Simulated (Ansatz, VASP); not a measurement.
## SnTe in VASP and in Ansatz

```
Sn Te
1.0
     0.00000    3.18933    3.18933
     3.18933    0.00000    3.18933
     3.18933    3.18933    0.00000
Sn Te
1 1
Direct
  0.00000 0.00000 0.00000
  0.50000 0.50000 0.50000
```

Alike in both runs: task single point; functional PBE; k mesh 6 × 6 × 6; occupations gaussian, width 0.001 eV; no spin polarisation.

```csv
,VASP,Ansatz
version,VASP 6.6.1,Ansatz 0.2.0
potentials or method,"VASP PAW PBE potentials, release 64 (Sn_d, Te)",plane waves
plane-wave cutoff (eV),500,420
valence electrons in the cell,20,30
```

|  | VASP | Ansatz | Ansatz less VASP |
| --- | --- | --- | --- |
| gap on the k mesh at the Fermi level (eV) | 0.01 | 0.01 | +0.002 |
| pressure (GPa) | 0.6 | 0.7 | +0.14 |

VASP's potentials hold 20 valence electrons a cell and Ansatz's 30, so a difference there can come from the potentials and not from the codes.

Spin-orbit coupling is off throughout.
